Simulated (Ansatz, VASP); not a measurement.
One calculation of HF, two programs

```
CELL_PARAMETERS angstrom
-2.17013 2.20333 0.00000
2.17013 0.00000 2.36858
2.17013 2.20333 0.00000
ATOMIC_POSITIONS crystal
H 0.00000 0.00000 0.00000
F 0.50000 0.00000 0.50000
```

Alike in both runs: task single point; functional r2SCAN; k mesh 11 × 11 × 11; occupations gaussian, width 0.0132 eV; no spin polarisation.

```csv
,VASP,Ansatz
version,VASP 6.6.1,Ansatz 0.2.0
potentials or method,"VASP PAW PBE potentials, release 64 (H, F), cutoff 520 eV",PAW plane waves
valence electrons in the cell,8,8
```

Ansatz gave:

- gap on the k mesh at the Fermi level (eV): 0.79
- pressure (GPa): -23.1
- traceless stress, the component that is largest in VASP (GPa): 6.88

**Question.** What did VASP give for the same quantities?

**Answer.** gap on the k mesh at the Fermi level (eV): 0.79; pressure (GPa): -23.4; traceless stress, the component that is largest in VASP (GPa): 6.85.

VASP's potentials were made for PBE, not for r2SCAN.
